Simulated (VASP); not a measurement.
# Os (P-3m1) in VASP: further runs

Os is run at these levels: PBE; tasks: single point.

All numbers are computed with VASP 6.6.1; they aren't measurements. Logs are shortened: lines on timing, memory, paths and dates and some standing lists are left out, and cuts for length are marked.

### 1 The cell of the first run

It takes space group P-3m1 (No. 164, trigonal). Conventional cell: a = 2.734 Å, b = 2.734 Å, c = 4.320 Å, α = 90.00°, β = 90.00°, γ = 120.00°. Os (site symmetry 3m) has 9 Os at 2.22 to 2.73 Å within 2.9 Å.

### 2 Single point, PBE (atom 1 (Os) moved by (+0.000, -0.600) A along [1 1 0] and z)

INCAR

```
SYSTEM = Os
  PREC = Accurate
  ENCUT = 520
  EDIFF = 1E-7
  ISMEAR = 0
  SIGMA = 0.15
  LREAL = .FALSE.
  LASPH = .TRUE.
  NELM = 100
  ALGO = Fast
  ISIF = 2
  LWAVE = .FALSE.
  LCHARG = .FALSE.
  GGA = PE
  NBANDS = 15
```

KPOINTS

```
Automatic mesh
0
G
  18 18 12
  0 0 0
```

POSCAR

```
Os
1.0
    2.7340999755      0.0000000000      0.0000000000
   -1.3670499878      2.3678000353      0.0000000000
    0.0000000000      0.0000000000      4.3197000000
Os
2
Direct
    0.3333333333      0.6666666667      0.1111014654
    0.6666666667      0.3333333333      0.7500000000
```

Potentials or basis: VASP PAW PBE potentials, release 64 (Os).

The run is started by

```console
$ cat potpaw_PBE.64/Os/POTCAR > POTCAR
$ mpirun -np 1 vasp_std > vasp.out
```

OUTCAR:

```text
SYSTEM = Os
   PREC = Accurate
   ENCUT = 520
   EDIFF = 1E-7
   ISMEAR = 0
   LREAL = .FALSE.
   LASPH = .TRUE.
   NELM = 100
   ISIF = 2
   GGA = PE

 ion  position               nearest neighbor table
   1  0.333  0.667  0.111-   2 2.22   2 2.22   2 2.22   2 3.18   2 3.18   2 3.18
   2  0.667  0.333  0.750-   1 2.22   1 2.22   1 2.22   1 3.18   1 3.18   1 3.18

  LATTYP: Found a hexagonal cell.
 ALAT       =     2.7340999755
 C/A-ratio  =     1.5799349105

  Lattice vectors:

 A1 = (   2.7340999755,   0.0000000000,   0.0000000000)
 A2 = (  -1.3670499878,   2.3678000353,   0.0000000000)
 A3 = (   0.0000000000,   0.0000000000,   4.3197000000)

Analysis of symmetry for initial positions (statically):
=====================================================================
 Subroutine PRICEL returns:
 Original cell was already a primitive cell.

 Routine SETGRP: Setting up the symmetry group for a
 hexagonal supercell.

 Subroutine GETGRP returns: Found 12 space group operations
 (whereof  6 operations were pure point group operations)
 out of a pool of 24 trial point group operations.

The static configuration has the point symmetry C_3v.
 The point group associated with its full space group is D_3d.

Analysis of symmetry for dynamics (positions and initial velocities):
=====================================================================
 Subroutine PRICEL returns:
 Original cell was already a primitive cell.

 Routine SETGRP: Setting up the symmetry group for a
 hexagonal supercell.

 Subroutine GETGRP returns: Found 12 space group operations
 (whereof  6 operations were pure point group operations)
 out of a pool of 24 trial point group operations.

The dynamic configuration has the point symmetry C_3v.
 The point group associated with its full space group is D_3d.

 Subroutine INISYM returns: Found 12 space group operations
 (whereof  6 operations are pure point group operations),
 and found     1 'primitive' translations

----------------------------------------------------------------------------------------

                                     Primitive cell

  volume of cell :      27.9649

  direct lattice vectors                    reciprocal lattice vectors
     2.734099975  0.000000000  0.000000000     0.365751073  0.211166481  0.000000000
    -1.367049988  2.367800035  0.000000000     0.000000000  0.422332961  0.000000000
     0.000000000  0.000000000  4.319700000     0.000000000  0.000000000  0.231497558

  length of vectors
     2.734099975  2.734099976  4.319700000     0.422332961  0.422332961  0.231497558

  position of ions in fractional coordinates (direct lattice)
     0.333333333  0.666666667  0.111101465
     0.666666667  0.333333333  0.750000000

  ion indices of the primitive-cell ions
   primitive index   ion index
                 1           1
                 2           2

----------------------------------------------------------------------------------------

 KPOINTS: Automatic mesh

Automatic generation of k-mesh.
 Grid dimensions read from file:
 generate k-points for:   18   18   12

 Generating k-lattice:

  Cartesian coordinates                     Fractional coordinates (reciprocal lattice)
     0.020319504  0.011731471  0.000000000     0.055555556  0.000000000  0.000000000
     0.000000000  0.023462942  0.000000000     0.000000000  0.055555556  0.000000000
     0.000000000  0.000000000  0.019291463     0.000000000  0.000000000  0.083333333

  Length of vectors
     0.023462942  0.023462942  0.019291463

  Shift w.r.t. Gamma in fractional coordinates (k-lattice)
     0.000000000  0.000000000  0.000000000

 Subroutine IBZKPT returns following result:
 ===========================================

 Found    394 irreducible k-points:

 Following reciprocal coordinates:
            Coordinates               Weight
  0.000000  0.000000  0.000000      1.000000
  0.055556  0.000000  0.000000      6.000000
  0.111111  0.000000  0.000000      6.000000
  0.166667  0.000000  0.000000      6.000000
  0.222222  0.000000  0.000000      6.000000
  0.277778  0.000000  0.000000      6.000000
[... 16 lines left out ...]
  0.333333  0.111111  0.000000     12.000000
  0.388889  0.111111  0.000000     12.000000
 [... further k-points ...]
   k-points           NKPTS =    394   k-points in BZ     NKDIM =    394   number of bands    NBANDS=     15
   number of dos      NEDOS =    301   number of ions     NIONS =      2
   total plane-waves  NPLWV =  12800
   dimension x,y,z NGX =    20 NGY =   20 NGZ =   32
   dimension x,y,z NGXF=    40 NGYF=   40 NGZF=   64
   ions per type =               2
   NGX,Y,Z   is equivalent  to a cutoff of  12.16, 12.16, 12.32 a.u.
   NGXF,Y,Z  is equivalent  to a cutoff of  24.32, 24.32, 24.63 a.u.
 SYSTEM =  Os
   PREC   = accura    normal or accurate (medium, high low for compatibility)
   ISTART =      0    job   : 0-new  1-cont  2-samecut
   ICHARG =      2    charge: 1-file 2-atom 10-const
   ISPIN  =      1    spin polarized calculation?
   LNONCOLLINEAR =      F non collinear calculations
   LSORBIT =      F    spin-orbit coupling
   LASPH  =      T    aspherical Exc in radial PAW
   ENCUT  =  520.0 eV  38.22 Ry    6.18 a.u.   5.08  5.08  8.03*2*pi/ulx,y,z
   NELM   =    100;   NELMIN=  2; NELMDL= -5     # of ELM steps
   EDIFF  = 0.1E-06   stopping-criterion for ELM
   LREAL  =      F    real-space projection
   EDIFFG = 0.1E-05   stopping-criterion for IOM
   NSW    =      0    number of steps for IOM
   IBRION =     -1    ionic relax: 0-MD 1-quasi-New 2-CG
   NFREE  =      0    steps in history (QN), initial steepest desc. (CG)
   ISIF   =      2    stress and relaxation
   ISYM   =      2    0-nonsym 1-usesym 2-fastsym
   POTIM  = 0.5000    time-step for ionic-motion
   TEBEG  =    0.0;   TEEND  =   0.0 temperature during run
   PSTRESS=    0.0 pullay stress
   NELECT =      16.0000    total number of electrons
   NUPDOWN=      -1.0000    fix difference up-down
   EMIN   =  10.00;   EMAX   =-10.00  energy-range for DOS
   EFERMI =   0.00;   METHOD = LEGACY
   ISMEAR =     0;   SIGMA  =   0.15  broadening in eV -4-tet -1-fermi 0-gaus
   EFERMI_NEDOS =   21; number of points for ismear=-14 and -15
   IALGO  =     68    algorithm
   IMIX   =      4    mixing-type and parameters
     AMIX     =   0.40;   BMIX     =  1.00
     AMIX_MAG =   1.60;   BMIX_MAG =  1.00
  volume/ion in A,a.u.               =      13.98        94.36
  Fermi-wavevector in a.u.,A,eV,Ry     =   1.359076  2.568282 25.131162  1.847088
  Thomas-Fermi vector in A             =   2.485855
   LORBIT       =      0    0 simple, 1 ext, 2 COOP (PROOUT), +10 PAW based schemes
   GGA     = PE    functional components
   LHFCALC =     F    Hartree Fock is set to
   AEXX    =    0.0000 exact exchange contribution
   IVDW    =     0    specifies the selected vdW correction
   LEPSILON=     F    determine dielectric tensor
   LRPA    =     F    only Hartree local field effects (RPA)
 non-spin polarized calculation
 RMM-DIIS sequential band-by-band and
 Gauss-broadening in eV      SIGMA  =   0.15
  energy-cutoff  :      520.00
  volume of cell :       27.96
 maximum number of plane-waves:       770
   NGX = 11   NGY = 11   NGZ = 17

 number of electron      15.9999999 magnetization

 Free energy of the ion-electron system (eV)
  ---------------------------------------------------
  ext. energy  EPLUGINS =         0.00000000
  ---------------------------------------------------
  free energy    TOTEN  =       -17.89545059 eV

  energy without entropy =      -17.86999845  energy(sigma->0) =      -17.88272452

 E-fermi :  10.1078     XC(G=0): -13.7995

 val. band max:       10.1070626426   @ k =   0.3333   0.2222   0.3333
 cond. band min:      10.1085980357   @ k =   0.0000   0.1667   0.0833
 fundamental gap:      0.0015353930
 Fermi energy:        10.1077932400

 k-point     1 :       0.0000    0.0000    0.0000
  band No.  band energies     occupation
      1      -1.3935      2.00000
      2       0.4636      2.00000
      3       4.4495      2.00000
      4       4.4495      2.00000
      5       4.5362      2.00000
      6       4.5362      2.00000
      7       6.8755      2.00000
      8       9.8447      1.98689
      9       9.8447      1.98689
     10      12.7868      0.00000
     11      12.9883      0.00000
     12      12.9883      0.00000
     13      14.9696      0.00000
     14      22.6939      0.00000
     15      27.2888      0.00000

 k-point     2 :       0.0556    0.0000    0.0000
  band No.  band energies     occupation
      1      -1.2597      2.00000
      2       0.5685      2.00000
      3       4.3016      2.00000
      4       4.4295      2.00000
      5       4.4683      2.00000
      6       4.6611      2.00000
      7       7.0624      2.00000
      8       9.7167      1.99977
      9       9.8256      1.99219
     10      11.6404      0.00000
     11      13.0576      0.00000
     12      14.2377      0.00000
     13      15.1072      0.00000
     14      22.9672      0.00000
     15      27.4889      0.00000

 k-point     3 :       0.1111    0.0000    0.0000
  band No.  band energies     occupation
      1      -0.8715      2.00000
      2       0.8600      2.00000
      3       3.8486      2.00000
      4       4.3008      2.00000
      5       4.5429      2.00000
      6       4.9992      2.00000
      7       7.4867      2.00000
      8       9.2874      2.00000
      9       9.8076      1.99535
     10      10.6674      0.00000
     11      13.2328      0.00000
     12      15.3542      0.00000
     13      15.7288      0.00000
     14      23.7440      0.00000
     15      27.8511      0.00000
[... 343 lines left out ...]
 k-point    23 :       0.3333    0.1111    0.0000
  band No.  band energies     occupation
      1       0.9911      2.00000
      2       2.4047      2.00000
      3       3.3064      2.00000
      4       4.4667      2.00000
      5       5.2918      2.00000
      6       6.8560      2.00000
      7       8.8552      2.00000
      8       9.9035      1.94587
      9      10.9362      0.00000
     10      12.1565      0.00000
     11      13.3771      0.00000
     12      17.4878      0.00000
     13      18.5979      0.00000
     14      19.6654      0.00000
     15      21.7532      0.00000

 k-point    24 :       0.3889    0.1111    0.0000
  band No.  band energies     occupation
      1       0.8113      2.00000
      2       2.5326      2.00000
      3       3.1311      2.00000
      4       4.6139      2.00000
      5       5.9580      2.00000
      6       6.9105      2.00000
      7       9.0076      2.00000
      8      10.6721      0.00000
      9      11.4604      0.00000
     10      12.5440      0.00000
     11      13.5072      0.00000
     12      16.1747      0.00000
     13      18.3767      0.00000
     14      19.4414      0.00000
     15      20.9283      0.00000

 [... further k-points ...]

------------------------ aborting loop because EDIFF is reached ----------------------------------------

  FORCE on cell =-STRESS in cart. coord.  units (eV):
  Direction    XX          YY          ZZ          XY          YZ          ZX
  --------------------------------------------------------------------------------------
  -------------------------------------------------------------------------------------
  Total       14.1684169     14.1684169     27.0594021     -0.0000000     -0.0000000      0.0000000
  in kB      811.7436655    811.7436655   1550.3001123     -0.0000000     -0.0000000      0.0000000
  external PRESSURE =    1057.9291478 kB  Pullay stress =       0.0000000 kB

 VOLUME and BASIS-vectors are now :
 -----------------------------------------------------------------------------
  energy-cutoff  :      520.00
  volume of cell :       27.96
      direct lattice vectors                 reciprocal lattice vectors
     2.734099975  0.000000000  0.000000000     0.365751073  0.211166481  0.000000000
    -1.367049988  2.367800035  0.000000000     0.000000000  0.422332961  0.000000000
     0.000000000  0.000000000  4.319700000     0.000000000  0.000000000  0.231497558

 POSITION                                       TOTAL-FORCE (eV/Angst)
 -----------------------------------------------------------------------------------
     -0.00000      1.57853      0.47993        -0.000000      0.000000     19.086110
      1.36705      0.78927      3.23977         0.000000     -0.000000    -19.086110
 -----------------------------------------------------------------------------------
    total drift:                               -0.000000      0.000000     -0.000001

  FREE ENERGIE OF THE ION-ELECTRON SYSTEM (eV)
  ---------------------------------------------------
  free  energy   TOTEN  =       -17.8954505910 eV

  energy  without entropy=      -17.8699984537  energy(sigma->0) =      -17.88272452
```

Wall time 4.7 min (1 thread of Intel Xeon 8259CL, shared host); peak memory 0.25 GiB.

Results:

* Free energy: -17.8955 eV
* Pressure: 105.8 GPa
* Largest force: 19.086 eV/Å
* Band gap on the k mesh: zero (bands 8 and 9 overlap by 2.52 eV)

Forces on the atoms (eV/Å):
```
Os    0.000   0.000  19.086
Os    0.000   0.000 -19.086
```

Stress tensor (GPa, compression positive):
```
 81.17   0.00   0.00
  0.00  81.17   0.00
  0.00   0.00 155.03
```

Caveat: the cell differs from its parent crystal (atom 1 (Os) moved by (+0.000, -0.600) A along [1 1 0] and z); the cell stands under pressure; spin-orbit coupling is left out, which moves the levels of the heavy elements; forces of over 1 eV/Å act on the atoms, so gaps and moduli don't describe the material at rest.

### 3 Single point, PBE (atom 1 (Os) moved by (+0.000, -0.300) A along [1 1 0] and z)

INCAR

```
SYSTEM = Os
PREC     = Accurate       ! precision mode
ENCUT    = 520            ! plane-wave cutoff, eV
EDIFF    = 1E-6           ! SCF threshold, eV
ISMEAR   = 0              ! smearing method
SIGMA    = 0.15           ! smearing width, eV
LREAL    = .FALSE.        ! projectors in reciprocal space
LASPH    = .TRUE.         ! aspherical terms in the spheres
NELM     = 80             ! most SCF steps
ALGO     = Fast           ! electronic algorithm
ISIF     = 2              ! what is computed and relaxed
LWAVE    = .FALSE.        ! write WAVECAR
LCHARG   = .FALSE.        ! write CHGCAR
GGA      = PE             ! functional
NBANDS   = 15             ! bands
```

KPOINTS

```
regular mesh
0
G
  18 18 12
  0 0 0
```

Changes to POSCAR since step 2:

```diff
@@ -8,3 +8,3 @@
 Direct
-    0.3333333333      0.6666666667      0.1111014654
+    0.3333333333      0.6666666667      0.1805507327
     0.6666666667      0.3333333333      0.7500000000
```

Potentials or basis: VASP PAW PBE potentials, release 64 (Os).

The run is started by

```console
$ cat potpaw_PBE.64/Os/POTCAR > POTCAR
$ mpirun -np 1 vasp_std > vasp.out
```

Run time: 4.2 min. Hardware: 1 thread of Intel Xeon 8259CL, shared host; peak memory 0.25 GiB.

The run converged. Its results:

* Free energy: -21.6025 eV
* Pressure: 31.8 GPa
* Largest force: 6.556 eV/Å
* Band gap on the k mesh: zero (bands 8 and 9 overlap by 3.25 eV)

Forces in eV/Å, atoms in the order of the input:
```
Os   0.000  0.000  6.556
Os   0.000  0.000 -6.556
```

Stress tensor (GPa, compression positive):
```
21.50  0.00  0.00
 0.00 21.50  0.00
 0.00  0.00 52.49
```

Levels at points of the mesh, in eV from the Fermi level:
| k point | band 4 | band 5 | band 6 | band 7 | band 8 | band 9 | band 10 | band 11 | band 12 | band 13 |
| --- | --- | --- | --- | --- | --- | --- | --- | --- | --- | --- |
| (0.00, 0.00, 0.00) | -3.71 | -3.42 | -3.42 | -2.95 | -1.00 | -1.00 | 0.63 | 1.96 | 1.96 | 7.51 |
| (0.50, 0.00, 0.00) | -4.13 | -2.96 | -2.57 | -1.74 | 1.67 | 2.15 | 3.08 | 4.22 | 5.62 | 8.23 |
| (0.00, 0.00, 0.50) | -3.91 | -3.91 | -3.88 | -3.88 | -1.95 | 0.30 | 0.30 | 1.75 | 1.75 | 11.47 |
| (0.50, 0.00, 0.50) | -4.41 | -2.99 | -0.43 | 0.01 | 0.06 | 1.82 | 1.91 | 2.49 | 4.00 | 7.96 |

Caveat: the cell differs from its parent crystal (atom 1 (Os) moved by (+0.000, -0.300) A along [1 1 0] and z); the cell stands under pressure; spin-orbit coupling is left out, which moves the levels of the heavy elements; forces of over 1 eV/Å act on the atoms, so gaps and moduli don't describe the material at rest.
